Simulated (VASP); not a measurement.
Write the native input for VASP 6.6.1 that does the following.

* Task: electric field gradients
* Functional: PBE
* Potentials or basis: VASP PAW PBE potentials, release 64 (Rb_sv)
* Cutoff: 520 eV
* k mesh: 6 × 7 × 3
* Occupations: fermi-dirac, width 0.05 eV
* Spin: no spin polarisation
* Dipole correction: no
* Further INCAR settings: ALGO = Normal; EDIFF = 1e-08; NBANDS = 26

The structure of Rb lies in POSCAR:

```
Rb
1.0
    5.7400000000      0.0000000000      0.0000000000
    0.0000000000      4.6400000000      0.0000000000
    0.0000000000      0.0000000000     12.3800000000
Rb
4
Direct
    0.0470000000      0.2500000000      0.8930000000
    0.4530000000      0.7500000000      0.3930000000
    0.5470000000      0.2500000000      0.6070000000
    0.9530000000      0.7500000000      0.1070000000
```

One way to write it, as run:

INCAR

```
SYSTEM = Rb
ALGO     = Normal         ! electronic algorithm
EDIFF    = 1E-8           ! SCF threshold, eV
ENCUT    = 520            ! plane-wave cutoff, eV
GGA      = PE             ! functional
ISIF     = 2              ! what is computed and relaxed
ISMEAR   = -1             ! smearing method
LASPH    = .TRUE.         ! aspherical terms in the spheres
LCHARG   = .FALSE.        ! write CHGCAR
LEFG     = .TRUE.       
LREAL    = .FALSE.        ! projectors in reciprocal space
LWAVE    = .FALSE.        ! write WAVECAR
NBANDS   = 26             ! bands
NELM     = 60             ! most SCF steps
PREC     = Accurate       ! precision mode
SIGMA    = 0.05           ! smearing width, eV
```

KPOINTS

```
k-points
0
G
  6 7 3
  0 0 0
```

Potentials or basis: VASP PAW PBE potentials, release 64 (Rb_sv).

The run is started by

```console
$ cat potpaw_PBE.64/Rb_sv/POTCAR > POTCAR
$ mpirun -np 1 vasp_std > vasp.out
```

Results of the run:

* Pressure: 1.1 GPa
* Largest force: 0.767 eV/Å
* Band gap on the k mesh: zero (bands 18 and 19 overlap by 1.41 eV)
* Largest electric field gradient by atom: Rb -17.4 V/Å²

Caveat: without QUAD_EFG the Cq values of the log hold for a quadrupole moment of 1 mb, not for the nuclei.

Wall time 8 min on 1 thread of AMD EPYC 7571 (shared host), peak memory 0.48 GiB.
